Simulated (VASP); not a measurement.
# AgCl (I4/mmm) in VASP: a series of runs

Runs on AgCl. Level: PBE. Tasks: single point.

All numbers are computed with VASP 6.6.1; they aren't measurements. Logs are shortened: lines on timing, memory, paths and dates and some standing lists are left out, and cuts for length are marked.

## Step 1: The cell of the first run

The structure is tetragonal, space group I4/mmm (No. 139). The conventional cell has a = 4.127 Å, b = 4.127 Å, c = 5.612 Å, α = 90.00°, β = 90.00°, γ = 90.00°. Ag (site symmetry 4/mmm) has 6 Cl at 2.81 to 2.92 Å within 3.7 Å. Cl (site symmetry 4/mmm) has 6 Ag at 2.81 to 2.92 Å within 3.7 Å.

## Step 2: Single point, PBE (strain +0.040 along x and y, +0.000 along z)

The input, INCAR:

```
PREC = Accurate
ENCUT = 520
EDIFF = 1E-6
ISMEAR = 0
SIGMA = 0.05
LREAL = F
LASPH = T
NELM = 60
ALGO = Normal
ISIF = 2
LWAVE = F
LCHARG = F
GGA = PE
NBANDS = 16
```

The input, KPOINTS:

```
Automatic mesh
0
Gamma
  8 8 8
```

The input, POSCAR:

```
AgCl
1.0
    0.0000000000      2.9182637648      2.8060228508
    2.9182637648      0.0000000000      2.8060228508
    2.9182637648      2.9182637648      0.0000000000
Ag Cl
1 1
Direct
    0.5000000000      0.5000000000      0.5000000000
    0.0000000000      0.0000000000      0.0000000000
```

Potentials or basis: VASP PAW PBE potentials, release 64 (Ag, Cl).

Run with:

```console
> cat potpaw_PBE.64/Ag/POTCAR potpaw_PBE.64/Cl/POTCAR > POTCAR
> mpirun -np 1 vasp_std > vasp.out
```

OUTCAR:

```text
PREC = Accurate
   ENCUT = 520
   EDIFF = 1E-6
   ISMEAR = 0
   LREAL = F
   LASPH = T
   NELM = 60
   ISIF = 2
   GGA = PE

 ion  position               nearest neighbor table
   1  0.500  0.500  0.500-   2 2.81   2 2.81   2 2.92   2 2.92   2 2.92   2 2.92
   2  0.000  0.000  0.000-   1 2.81   1 2.81   1 2.92   1 2.92   1 2.92   1 2.92

  LATTYP: Found a body centered tetragonal cell.
 ALAT       =     4.1270481948
 C/A-ratio  =     1.3598207331

  Lattice vectors:

 A1 = (   0.0000000000,  -2.9182637648,  -2.8060228508)
 A2 = (   0.0000000000,   2.9182637648,  -2.8060228508)
 A3 = (   2.9182637648,   0.0000000000,   2.8060228508)

Analysis of symmetry for initial positions (statically):
=====================================================================
 Subroutine PRICEL returns:
 Original cell was already a primitive cell.

 Routine SETGRP: Setting up the symmetry group for a
 body centered tetragonal supercell.

 Subroutine GETGRP returns: Found 16 space group operations
 (whereof 16 operations were pure point group operations)
 out of a pool of 16 trial point group operations.

The static configuration has the point symmetry D_4h.

Analysis of symmetry for dynamics (positions and initial velocities):
=====================================================================
 Subroutine PRICEL returns:
 Original cell was already a primitive cell.

 Routine SETGRP: Setting up the symmetry group for a
 body centered tetragonal supercell.

 Subroutine GETGRP returns: Found 16 space group operations
 (whereof 16 operations were pure point group operations)
 out of a pool of 16 trial point group operations.

The dynamic configuration has the point symmetry D_4h.

 Subroutine INISYM returns: Found 16 space group operations
 (whereof 16 operations are pure point group operations),
 and found     1 'primitive' translations

----------------------------------------------------------------------------------------

                                     Primitive cell

  volume of cell :      47.7937

  direct lattice vectors                    reciprocal lattice vectors
     0.000000000  2.918263765  2.806022851    -0.171334753  0.171334753  0.178188143
     2.918263765  0.000000000  2.806022851     0.171334753 -0.171334753  0.178188143
     2.918263765  2.918263765  0.000000000     0.171334753  0.171334753 -0.178188143

  length of vectors
     4.048459910  4.048459910  4.127048195     0.300769362  0.300769362  0.300769362

  position of ions in fractional coordinates (direct lattice)
     0.500000000  0.500000000  0.500000000
     0.000000000  0.000000000  0.000000000

  ion indices of the primitive-cell ions
   primitive index   ion index
                 1           1
                 2           2

----------------------------------------------------------------------------------------

 KPOINTS: Automatic mesh

Automatic generation of k-mesh.
 Grid dimensions read from file:
 generate k-points for:    8    8    8

 Generating k-lattice:

  Cartesian coordinates                     Fractional coordinates (reciprocal lattice)
    -0.021416844  0.021416844  0.022273518     0.125000000 -0.000000000  0.000000000
     0.021416844 -0.021416844  0.022273518    -0.000000000  0.125000000  0.000000000
     0.021416844  0.021416844 -0.022273518     0.000000000  0.000000000  0.125000000

  Length of vectors
     0.037596170  0.037596170  0.037596170

  Shift w.r.t. Gamma in fractional coordinates (k-lattice)
     0.000000000  0.000000000  0.000000000

 Subroutine IBZKPT returns following result:
 ===========================================

 Found     59 irreducible k-points:

 Following reciprocal coordinates:
            Coordinates               Weight
  0.000000  0.000000  0.000000      1.000000
  0.125000  0.000000  0.000000      8.000000
  0.250000  0.000000  0.000000      8.000000
  0.375000 -0.000000  0.000000      8.000000
  0.500000  0.000000  0.000000      4.000000
  0.125000  0.125000  0.000000      2.000000
[... 16 lines left out ...]
  0.250000  0.000000  0.125000     16.000000
  0.375000 -0.000000  0.125000     16.000000
 [... further k-points ...]
   k-points           NKPTS =     59   k-points in BZ     NKDIM =     59   number of bands    NBANDS=     16
   number of dos      NEDOS =    301   number of ions     NIONS =      2
   total plane-waves  NPLWV =  28800
   dimension x,y,z NGX =    30 NGY =   30 NGZ =   32
   dimension x,y,z NGXF=    60 NGYF=   60 NGZF=   64
   ions per type =               1   1
   NGX,Y,Z   is equivalent  to a cutoff of  12.32, 12.32, 12.89 a.u.
   NGXF,Y,Z  is equivalent  to a cutoff of  24.64, 24.64, 25.78 a.u.
 SYSTEM =  unknown system
   PREC   = accura    normal or accurate (medium, high low for compatibility)
   ISTART =      0    job   : 0-new  1-cont  2-samecut
   ICHARG =      2    charge: 1-file 2-atom 10-const
   ISPIN  =      1    spin polarized calculation?
   LNONCOLLINEAR =      F non collinear calculations
   LSORBIT =      F    spin-orbit coupling
   LASPH  =      T    aspherical Exc in radial PAW
   ENCUT  =  520.0 eV  38.22 Ry    6.18 a.u.   7.53  7.53  7.67*2*pi/ulx,y,z
   NELM   =     60;   NELMIN=  2; NELMDL= -5     # of ELM steps
   EDIFF  = 0.1E-05   stopping-criterion for ELM
   LREAL  =      F    real-space projection
   EDIFFG = 0.1E-04   stopping-criterion for IOM
   NSW    =      0    number of steps for IOM
   IBRION =     -1    ionic relax: 0-MD 1-quasi-New 2-CG
   NFREE  =      0    steps in history (QN), initial steepest desc. (CG)
   ISIF   =      2    stress and relaxation
   ISYM   =      2    0-nonsym 1-usesym 2-fastsym
   POTIM  = 0.5000    time-step for ionic-motion
   TEBEG  =    0.0;   TEEND  =   0.0 temperature during run
   PSTRESS=    0.0 pullay stress
   NELECT =      18.0000    total number of electrons
   NUPDOWN=      -1.0000    fix difference up-down
   EMIN   =  10.00;   EMAX   =-10.00  energy-range for DOS
   EFERMI =   0.00;   METHOD = LEGACY
   ISMEAR =     0;   SIGMA  =   0.05  broadening in eV -4-tet -1-fermi 0-gaus
   EFERMI_NEDOS =   21; number of points for ismear=-14 and -15
   IALGO  =     38    algorithm
   IMIX   =      4    mixing-type and parameters
     AMIX     =   0.40;   BMIX     =  1.00
     AMIX_MAG =   1.60;   BMIX_MAG =  1.00
  volume/ion in A,a.u.               =      23.90       161.26
  Fermi-wavevector in a.u.,A,eV,Ry     =   1.182249  2.234126 19.017031  1.397712
  Thomas-Fermi vector in A             =   2.318507
   LORBIT       =      0    0 simple, 1 ext, 2 COOP (PROOUT), +10 PAW based schemes
   GGA     = PE    functional components
   LHFCALC =     F    Hartree Fock is set to
   AEXX    =    0.0000 exact exchange contribution
   IVDW    =     0    specifies the selected vdW correction
   LEPSILON=     F    determine dielectric tensor
   LRPA    =     F    only Hartree local field effects (RPA)
 non-spin polarized calculation
 Gauss-broadening in eV      SIGMA  =   0.05
  energy-cutoff  :      520.00
  volume of cell :       47.79
 maximum number of plane-waves:      1309
   NGX = 15   NGY = 15   NGZ = 15

 number of electron      18.0000000 magnetization

 Free energy of the ion-electron system (eV)
  ---------------------------------------------------
  ext. energy  EPLUGINS =         0.00000000
  ---------------------------------------------------
  free energy    TOTEN  =        -5.36769942 eV

  energy without entropy =       -5.36769942  energy(sigma->0) =       -5.36769942

 E-fermi :   2.7871     XC(G=0):  -9.3767

 val. band max:        2.5616671197   @ k =   0.5000   0.0000   0.0000
 cond. band min:       3.4319701595   @ k =   0.0000   0.0000   0.0000
 fundamental gap:      0.8703030398
 Fermi energy:         2.7870538444

 k-point     1 :       0.0000    0.0000    0.0000
  band No.  band energies     occupation
      1     -11.9825      2.00000
      2       0.3940      2.00000
      3       0.3940      2.00000
      4       0.4482      2.00000
      5       0.4551      2.00000
      6       0.4629      2.00000
[... 8 lines left out ...]
     15      14.8581      0.00000
     16      14.9903      0.00000

 k-point     2 :       0.1250    0.0000    0.0000
  band No.  band energies     occupation
      1     -11.9390      2.00000
      2      -0.1942      2.00000
      3      -0.0850      2.00000
      4      -0.0650      2.00000
      5       0.4438      2.00000
      6       0.4751      2.00000
[... 8 lines left out ...]
     15      14.3211      0.00000
     16      14.9808      0.00000

 k-point     3 :       0.2500    0.0000    0.0000
  band No.  band energies     occupation
      1     -11.8307      2.00000
      2      -1.0230      2.00000
      3      -0.6258      2.00000
      4      -0.5396      2.00000
      5       0.5472      2.00000
      6       0.5597      2.00000
[... 8 lines left out ...]
     15      14.7011      0.00000
     16      14.8675      0.00000

 k-point     4 :       0.3750   -0.0000    0.0000
  band No.  band energies     occupation
      1     -11.7174      2.00000
      2      -1.6725      2.00000
      3      -0.9488      2.00000
      4      -0.8460      2.00000
      5       0.6463      2.00000
      6       0.6548      2.00000
[... 8 lines left out ...]
     15      15.5544      0.00000
     16      15.6651      0.00000
[... 324 lines left out ...]
 k-point    22 :       0.1250    0.0000    0.1250
  band No.  band energies     occupation
      1     -11.9294      2.00000
      2      -0.4931      2.00000
      3       0.1201      2.00000
      4       0.2276      2.00000
      5       0.3608      2.00000
      6       0.4693      2.00000
[... 8 lines left out ...]
     15      16.0640      0.00000
     16      16.2359      0.00000

 k-point    23 :       0.2500    0.0000    0.1250
  band No.  band energies     occupation
      1     -11.8485      2.00000
      2      -0.9608      2.00000
      3      -0.3569      2.00000
      4      -0.2180      2.00000
      5       0.4272      2.00000
      6       0.5702      2.00000
[... 8 lines left out ...]
     15      15.6796      0.00000
     16      16.1349      0.00000

 k-point    24 :       0.3750   -0.0000    0.1250
  band No.  band energies     occupation
      1     -11.7400      2.00000
      2      -1.4200      2.00000
      3      -0.8414      2.00000
      4      -0.6636      2.00000
      5       0.5433      2.00000
      6       0.6659      2.00000
[... 8 lines left out ...]
     15      15.9580      0.00000
     16      16.2282      0.00000

 [... further k-points ...]
[... 5 lines left out ...]
  --------------------------------------------------------------------------------------
  -------------------------------------------------------------------------------------
  Total       -0.7950077     -0.7950077     -0.8165307      0.0000000      0.0000000      0.0000000
  in kB      -26.6508844    -26.6508844    -27.3723950      0.0000000      0.0000000      0.0000000
  external PRESSURE =     -26.8913879 kB  Pullay stress =       0.0000000 kB

 VOLUME and BASIS-vectors are now :
 -----------------------------------------------------------------------------
  energy-cutoff  :      520.00
  volume of cell :       47.79
      direct lattice vectors                 reciprocal lattice vectors
     0.000000000  2.918263765  2.806022851    -0.171334753  0.171334753  0.178188143
     2.918263765  0.000000000  2.806022851     0.171334753 -0.171334753  0.178188143
     2.918263765  2.918263765  0.000000000     0.171334753  0.171334753 -0.178188143

 POSITION                                       TOTAL-FORCE (eV/Angst)
 -----------------------------------------------------------------------------------
      2.91826      2.91826      2.80602         0.000000      0.000000      0.000000
      0.00000      0.00000      0.00000         0.000000      0.000000      0.000000
 -----------------------------------------------------------------------------------
    total drift:                                0.000000      0.000000      0.000000

  FREE ENERGIE OF THE ION-ELECTRON SYSTEM (eV)
  ---------------------------------------------------
  free  energy   TOTEN  =        -5.3676994188 eV

  energy  without entropy=       -5.3676994188  energy(sigma->0) =       -5.36769942
```

It took 28 s on 1 thread of Intel Xeon 6975P-C, shared host; peak memory 0.2 GiB.

Results:

```
Free energy            : -5.3677 eV
Pressure               : -2.7 GPa
Band gap on the k mesh : 0.87 eV, indirect (least direct gap 2.80 eV)
```

Levels at points of the mesh, in eV from the valence-band top:
| k point | band 7 | band 8 | band 9 | band 10 | band 11 | band 12 |
| --- | --- | --- | --- | --- | --- | --- |
| (0.00, 0.00, 0.00) | -2.06 | -1.93 | -1.93 | 0.87 | 10.76 | 10.76 |
| (0.50, 0.00, 0.00) | -1.60 | -0.20 | 0.00 | 4.43 | 5.87 | 7.58 |
| (0.50, 0.50, 0.00) | -1.78 | -1.78 | -1.75 | 2.45 | 7.94 | 8.45 |
| (0.50, 0.00, 0.50) | -1.79 | -1.77 | -1.76 | 2.45 | 8.05 | 8.17 |

Caveat: the cell differs from its parent crystal (strain +0.040 along x and y, +0.000 along z). A k mesh can miss the band edges.

(Part 1 of 2 ends here.)
